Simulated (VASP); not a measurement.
Here is a VASP 6.6.1 calculation.

File INCAR:

```
SYSTEM = Ag
ALGO = Normal
EDIFF = 1E-8
ENCUT = 520
GGA = CA
ISIF = 2
ISMEAR = -1
LASPH = .TRUE.
LCHARG = .FALSE.
LEFG = .TRUE.
LREAL = .FALSE.
LWAVE = .FALSE.
NBANDS = 18
NELM = 100
PREC = Accurate
SIGMA = 0.05
```

File KPOINTS:

```
k-points
0
G
  14 14 8
  0 0 0
```

Contents of POSCAR:

```
Ag
1.0
    2.8701854181      0.0000000000      0.0000000000
   -1.4350927091      2.4856534857      0.0000000000
    0.0000000000      0.0000000000      4.6922174608
Ag
2
Direct
    0.3333333333      0.6666666667      0.2500000000
    0.6666666667      0.3333333333      0.7500000000
```

Potentials or basis: VASP PAW LDA potentials, release 64 (Ag).

Run with:

```console
$ cat potpaw_LDA.64/Ag/POTCAR > POTCAR
$ mpirun -np 1 vasp_std > vasp.out
```

Question: Estimate the band gap on the k mesh.

Answer: Zero (bands 11 and 12 overlap by 7.09 eV).

Question: Predict the pressure.

Answer: -4.9 GPa.

Stress tensor (GPa, compression positive):
```
-4.80  0.00  0.00
 0.00 -4.80  0.00
 0.00  0.00 -5.07
```

Caveat: the cell stands under tension; without QUAD_EFG the Cq values of the log hold for a quadrupole moment of 1 mb, not for the nuclei.
